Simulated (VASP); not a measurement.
Set up this calculation in VASP 6.6.1, as the native input.

```yaml
Task: single point
Functional: PBEsol
Potentials_or_basis: VASP PAW PBE potentials, release 64 (Sb, S)
Cutoff: 520 eV
k_mesh: 6 × 6 × 2
Occupations: gaussian, width 0.1 eV
Spin: no spin polarisation
Dipole_correction: no
Further_INCAR_settings: ALGO = Normal; EDIFF = 1e-06; NBANDS = 26
```

The structure of SbS2 lies in POSCAR:

```
SbS2
1.0
    3.6136927255      0.0000000000      0.0000000000
   -1.8068463627      3.1295497018      0.0000000000
    0.0000000000      0.0000000000     11.6916790131
Sb S
2 4
Direct
    0.3333333333      0.6666666667      0.2500000000
    0.6666666667      0.3333333333      0.7500000000
    0.3333333333      0.6666666667      0.6060606965
    0.6666666667      0.3333333333      0.1060606965
    0.3333333333      0.6666666667      0.8939393035
    0.6666666667      0.3333333333      0.3939393035
```

One way to write it, as run:

INCAR

```
SYSTEM = SbS2
PREC = Accurate
ENCUT = 520
EDIFF = 1E-6
ISMEAR = 0
SIGMA = 0.1
LREAL = .False.
LASPH = .True.
NELM = 60
ALGO = Normal
ISIF = 2
LWAVE = .False.
LCHARG = .False.
GGA = PS
NBANDS = 26
```

KPOINTS

```
Automatic mesh
0
Gamma
  6 6 2
  0 0 0
```

Potentials or basis: VASP PAW PBE potentials, release 64 (Sb, S).

The run is started by

```console
$ cat potpaw_PBE.64/Sb/POTCAR potpaw_PBE.64/S/POTCAR > POTCAR
$ mpirun -np 1 vasp_std > vasp.out
```

It gave:

```yaml
Pressure: 0.0 GPa
Largest_force: 0.012 eV/Å
Band_gap_on_the_k_mesh: zero (band 17 reaches 6.60 eV, above the bottom of band 18 at 5.31 eV)
```

Caveat: the PAW data sets were made with another functional, which shifts forces and pressure a little; spin-orbit coupling is left out, which moves the levels of the heavy elements.

Run time: 19 s on 1 thread of Intel(R) Xeon(R) 6975P-C (Granite Rapids), with other jobs on the host, peak memory 0.24 GiB.
